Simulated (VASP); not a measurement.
A run of VASP 6.6.1:

File INCAR:

```
PREC     = Accurate       # precision mode
ENCUT    = 600            # plane-wave cutoff, eV
EDIFF    = 1E-6           # SCF threshold, eV
ISMEAR   = -1             # smearing method
SIGMA    = 0.1            # smearing width, eV
LREAL    = False          # projectors in reciprocal space
LASPH    = True           # aspherical terms in the spheres
NELM     = 80             # most SCF steps
ALGO     = Normal         # electronic algorithm
ISIF     = 3              # what is computed and relaxed
LWAVE    = False          # write WAVECAR
LCHARG   = False          # write CHGCAR
GGA      = PE             # functional
IBRION   = 2              # ionic algorithm
NSW      = 32             # ionic steps
EDIFFG   = -0.005         # ionic threshold
PSTRESS  = 4100.0
```

File KPOINTS:

```
Automatic mesh
0
Gamma
  16 16 16
```

Contents of POSCAR:

```
As
1.0
    1.1387632627     -0.6574652763      3.7060645853
    0.0000000000      1.3149305526      3.7060645853
   -1.1387632627     -0.6574652763      3.7060645853
As
2
Direct
    0.2499999485      0.2499999485      0.2499999485
   -0.2499999485     -0.2499999485     -0.2499999485
```

Potentials or basis: VASP PAW PBE potentials, release 64 (As).

Run with:

```console
$ cat potpaw_PBE.64/As/POTCAR > POTCAR
$ mpirun -np 1 vasp_std > vasp.out
```

Hardware: 1 thread of Intel(R) Xeon(R) Platinum 8559C (Emerald Rapids), with other jobs on the host.

How long does it take, and how much memory?

It took 2.6 min on 1 thread of Intel(R) Xeon(R) Platinum 8559C (Emerald Rapids) (shared host), peak memory 0.25 GiB. Counts: scf iterations 28, k points 417, ion steps 4.
